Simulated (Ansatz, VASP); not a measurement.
## Two plane-wave programs on ZnO

```
Zn O
1.0
     5.60878    0.00000    0.00000
     0.00000    5.60878    0.00000
     0.00000    0.00000    3.27839
Zn O
4 4
Cartesian
  1.0190 1.0190 1.6392
  4.5898 4.5898 1.6392
  3.8234 1.7854 0.0000
  1.7854 3.8234 0.0000
  4.5904 1.0184 1.6392
  1.0184 4.5904 1.6392
  3.8228 3.8228 0.0000
  1.7860 1.7860 0.0000
```

Alike in both runs: functional PBE; k mesh 4 × 4 × 8; occupations gaussian, width 0.02 eV; no spin polarisation.

Ansatz relaxed the structure, and its values are those at the end. VASP's run is a single point on that final structure, the one shown.

|  | VASP | Ansatz |
| --- | --- | --- |
| version | VASP 6.6.1 | Ansatz 0.2.0 |
| potentials or method | VASP PAW PBE potentials, release 64 (Zn, O), cutoff 520 eV | scalar-relativistic, plane waves, PAW |
| valence electrons in the cell | 72 | 72 |

|  | VASP | Ansatz | Ansatz less VASP |
| --- | --- | --- | --- |
| gap on the k mesh at the Fermi level (eV) | 0.74 | 0.76 | +0.015 |
| least direct gap on the mesh (eV) | 0.74 | 0.76 | +0.015 |
| pressure (GPa) | 0.8 | 0.0 | -0.81 |
| rms of the force components (eV/Å) | 0.004 | 0.001 | -0.0027 |

With one functional, cell and mesh, what is left measures potentials, basis and numerics.
